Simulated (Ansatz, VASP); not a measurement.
# Two plane-wave programs on Pt

INCAR

```
PREC     = Accurate       # precision mode
ENCUT    = 600            # plane-wave cutoff, eV
EDIFF    = 1E-6           # SCF threshold, eV
ISMEAR   = 0              # smearing method
SIGMA    = 0.1            # smearing width, eV
LREAL    = F              # projectors in reciprocal space
LASPH    = T              # aspherical terms in the spheres
NELM     = 100            # most SCF steps
ALGO     = Normal         # electronic algorithm
ISIF     = 3              # what is computed and relaxed
LWAVE    = F              # write WAVECAR
LCHARG   = F              # write CHGCAR
GGA      = PE             # functional
IBRION   = 2              # ionic algorithm
NSW      = 90             # ionic steps
EDIFFG   = -0.04          # ionic threshold
```

KPOINTS

```
regular mesh
0
Gamma
  4 4 4
```

Contents of POSCAR:

```
Pt
1.0
    0.0000000000      3.5613747000      3.5613747000
    3.5613747000      0.0000000000      3.5613747000
    3.5613747000      3.5613747000      0.0000000000
Pt
6
Direct
    0.1250000000      0.6250000000      0.1250000000
    0.1250000000      0.1250000000      0.6250000000
    0.1250000000      0.1250000000      0.1250000000
    0.6250000000      0.1250000000      0.1250000000
    0.5000000000      0.5000000000      0.5000000000
    0.7500000000      0.7500000000      0.7500000000
```

Input for Ansatz:

```yaml
crystal:
  lattice:
    - [0.0, 3.5613747, 3.5613747]
    - [3.5613747, 0.0, 3.5613747]
    - [3.5613747, 3.5613747, 0.0]
  atoms:
    - { symbol: Pt, position: [0.125, 0.625, 0.125] }
    - { symbol: Pt, position: [0.125, 0.125, 0.625] }
    - { symbol: Pt, position: [0.125, 0.125, 0.125] }
    - { symbol: Pt, position: [0.625, 0.125, 0.125] }
    - { symbol: Pt, position: [0.5, 0.5, 0.5] }
    - { symbol: Pt, position: [0.75, 0.75, 0.75] }
basis:
  ecutwfc: 420
kpoints:
  mp_grid: { grid: [4, 4, 4] }
hamiltonian:
  xc: pbe
scf:
  occupations: { method: gaussian, width: 0.1 }
  lower_state_search: "off"
output:
  forces: true
  stress: true
  eigenvalues: true
relax:
  adjacent_minimum: "off"
  f_tol: 0.04
  max_steps: 70
  cell: { stress_tol: 0.4 }
```

Alike in both runs: task relaxation of cell and atoms; functional PBE; k mesh 4 × 4 × 4; occupations gaussian, width 0.1 eV; no spin polarisation.

```csv
,VASP,Ansatz
version,VASP 6.6.1,Ansatz 0.2.0
potentials or method,"VASP PAW PBE potentials, release 64 (Pt), cutoff 600 eV","scalar-relativistic, plane waves, PAW"
valence electrons in the cell,60,108
```

VASP gave:

```
gap on the k mesh at the Fermi level, each at its own relaxed structure (eV) : none
relaxed volume (Å³/atom)                                                     : 16.75
relaxed cell length with the largest relative difference (Å)                 : 5.219
```

Problem. Which values does Ansatz return?

Solution. gap on the k mesh at the Fermi level, each at its own relaxed structure (eV): none; relaxed volume (Å³/atom): 16.77; relaxed cell length with the largest relative difference (Å): 5.221.

A gap of «none» marks a metal or a gap that the smearing closes. VASP's potentials hold 60 valence electrons a cell and Ansatz's 108, so a difference there can come from the potentials and not from the codes.

The k mesh is coarse, so the values compare programs but aren't converged. Neither program's run includes spin-orbit coupling.
